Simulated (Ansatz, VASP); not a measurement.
**Si2N: VASP beside Ansatz**

```
CELL_PARAMETERS angstrom
6.38195 0.00000 0.00000
0.00000 6.38195 0.00000
0.00000 0.00000 2.55787
ATOMIC_POSITIONS crystal
Si 0.35045 0.35045 0.00000
Si 0.64955 0.64955 0.00000
Si 0.85045 0.14955 0.50000
Si 0.14955 0.85045 0.50000
N 0.00000 0.00000 0.00000
N 0.50000 0.50000 0.50000
```

Alike in both runs: functional PBEsol; k mesh 6 × 6 × 8; occupations gaussian, width 0.1 eV; no spin polarisation.

Ansatz relaxed the structure, and its values are those at the end. VASP's run is a single point on that final structure, the one shown.

```csv
,VASP,Ansatz
version,VASP 6.6.1,Ansatz 0.2.0
potentials or method,"VASP PAW PBE potentials, release 64 (Si, N), cutoff 520 eV","scalar-relativistic, plane waves, PAW"
valence electrons in the cell,26,26
```

|  | VASP | Ansatz | Ansatz less VASP |
| --- | --- | --- | --- |
| gap on the k mesh at the Fermi level (eV) | none | none | - |
| pressure (GPa) | 0.2 | 0.1 | -0.07 |
| rms of the force components (eV/Å) | 0.008 | 0.004 | -0.0034 |

VASP's potentials were made for PBE, not for PBEsol. A gap of «none» marks a metal or a gap that the smearing closes. With one functional, cell and mesh, what is left measures potentials, basis and numerics.
